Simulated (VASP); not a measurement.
Sr: electric field gradients with PBE

The system is Sr.

```
Sr
1.0
     4.36672    0.00000    0.00000
    -2.18336    3.78169    0.00000
     0.00000    0.00000    7.14277
Sr
2
Direct
  0.33333 0.66667 0.25000
  0.66667 0.33333 0.75000
```

This cell differs from its parent crystal: volume scaled by 1.04.

```
Program                : VASP 6.6.1
Task                   : electric field gradients
Functional             : PBE
Potentials or basis    : VASP PAW PBE potentials, release 64 (Sr_sv)
Cutoff                 : 520 eV
k mesh                 : 10 × 10 × 5
Occupations            : fermi-dirac, width 0.08 eV
Spin                   : no spin polarisation
Dipole correction      : no
Further INCAR settings : ALGO = Normal; EDIFF = 1e-08; NBANDS = 17
```

```yaml
Pressure: -0.7 GPa
Band_gap_on_the_k_mesh: zero (band 10 reaches 1.47 eV, above the bottom of band 11 at 1.33 eV)
```

Stress tensor (GPa, compression positive):
```
-0.71  0.00  0.00
 0.00 -0.71  0.00
 0.00  0.00 -0.60
```

Levels at points of the mesh, in eV from the Fermi level:
| k point | band 7 | band 8 | band 9 | band 10 | band 11 | band 12 | band 13 | band 14 |
| --- | --- | --- | --- | --- | --- | --- | --- | --- |
| (0.00, 0.00, 0.00) | -18.65 | -18.65 | -3.54 | -1.10 | -0.02 | 2.23 | 2.23 | 2.23 |
| (0.50, 0.00, 0.00) | -18.68 | -18.68 | -1.10 | -0.56 | 0.13 | 0.27 | 1.24 | 1.78 |

Electric field gradients, principal values (V/Å²):
| atom | least | middle | greatest (by size) |
| --- | --- | --- | --- |
| 1 Sr | 2.317 | 2.317 | -4.633 |
| 2 Sr | 2.317 | 2.317 | -4.633 |

Wall time 62 s on 1 thread of Intel Xeon 6975P-C, with other jobs on the host, peak memory 0.26 GiB.

Caveat: without QUAD_EFG the Cq values of the log hold for a quadrupole moment of 1 mb, not for the nuclei.
